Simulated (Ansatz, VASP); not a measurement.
HgTe in VASP and in Ansatz

```
Hg Te
1.0
     0.00000    3.32021    3.17515
     3.32021    0.00000    3.17515
     3.32021    3.32021    0.00000
Hg Te
1 1
Direct
  0.00000 0.00000 0.00000
  0.75000 0.75000 0.75000
```

Change from the starting cell: strain +0.030 along x and y, -0.015 along z, atoms carried along.

Alike in both runs: task single point; functional PBE; k mesh 14 × 14 × 14; occupations gaussian, width 0.15 eV; no spin polarisation.

|  | VASP | Ansatz |
| --- | --- | --- |
| version | VASP 6.6.1 | Ansatz 0.2.0 |
| potentials or method | VASP PAW PBE potentials, release 64 (Hg, Te), cutoff 520 eV | scalar-relativistic, plane waves, PAW |
| valence electrons in the cell | 18 | 36 |

```tsv
	VASP	Ansatz	Ansatz less VASP
gap on the k mesh at the Fermi level (eV)	none	none	-
pressure (GPa)	1.9	1.9	-0.05
traceless stress, the component that is largest in VASP (GPa)	0.37	0.37	0.000
```

A gap of «none» marks a metal or a gap that the smearing closes. With one functional, cell and mesh, what is left measures potentials, basis and numerics. VASP's potentials hold 18 valence electrons a cell and Ansatz's 36, so a difference there can come from the potentials and not from the codes.

Spin-orbit coupling is off throughout.
